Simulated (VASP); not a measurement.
Here is a VASP 6.6.1 calculation.

Contents of INCAR:

```
SYSTEM = Al4B2Te3
  PREC = Accurate
  ENCUT = 600
  EDIFF = 1E-6
  ISMEAR = 0
  SIGMA = 0.1
  LREAL = .False.
  LASPH = .True.
  NELM = 100
  ALGO = Normal
  ISIF = 3
  LWAVE = .False.
  LCHARG = .False.
  GGA = PE
  IBRION = 2
  NSW = 90
  EDIFFG = -0.04
```

The input KPOINTS:

```
Automatic mesh
0
Gamma
  3 3 4
  0 0 0
```

Contents of POSCAR:

```
Al4B2Te3
1.0
    6.7614786400      0.0000000000      0.0000000000
   -3.3807393200      5.8556122700      0.0000000000
    0.0000000000      0.0000000000      4.6073484000
Al B Te
4 2 3
Direct
    0.3333333300      0.6666666700      0.5000000000
    0.6666666700      0.3333333300      0.5000000000
    0.3333333300      0.6666666700      0.0000000000
    0.6666666700      0.3333333300      0.0000000000
    0.0000000000      0.0000000000      0.5000000000
    0.0000000000      0.0000000000      0.0000000000
    0.5000000000      0.0000000000      0.5000000000
    0.0000000000      0.5000000000      0.5000000000
    0.5000000000      0.5000000000      0.5000000000
```

Potentials or basis: VASP PAW PBE potentials, release 64 (Al, B, Te).

Run with:

```bash
$ cat potpaw_PBE.64/Al/POTCAR potpaw_PBE.64/B/POTCAR potpaw_PBE.64/Te/POTCAR > POTCAR
$ mpirun -np 1 vasp_std > vasp.out
```

Question: What does it give for the relaxed cell?

Answer: a = 9.181 Å, b = 9.181 Å, c = 4.737 Å, α = 90.00°, β = 90.00°, γ = 120.00°.

Question: What does it give for the space group after relaxing (to 0.05 Å)?

Answer: P6/mmm (No. 191).

Question: What does it give for the relaxed volume?

Answer: 38.42 Å³/atom.

The path:
```
step  energy change (eV)  largest force (eV/Å)  pressure (GPa)  volume (Å³)
   1              0.0000                0.0000           62.13       182.42
   2            -20.6184                0.0000           -3.61       464.45
   3            -22.0222                0.0000            1.15       329.80
   4            -22.1580                0.0000           -1.51       370.32
   5            -22.1989                0.0000           -0.89       358.52
   6            -22.1993                0.0000           -0.64       354.30
   7            -22.3714                0.0000           -0.01       345.58
   8            -22.3831                0.0000            0.25       342.99
   9            -22.3831                0.0000            0.28       342.76
  10            -22.3869                0.0000            0.08       345.79
```

Caveat: the volume moved by over 15 % at a fixed basis, so the end points are rough.
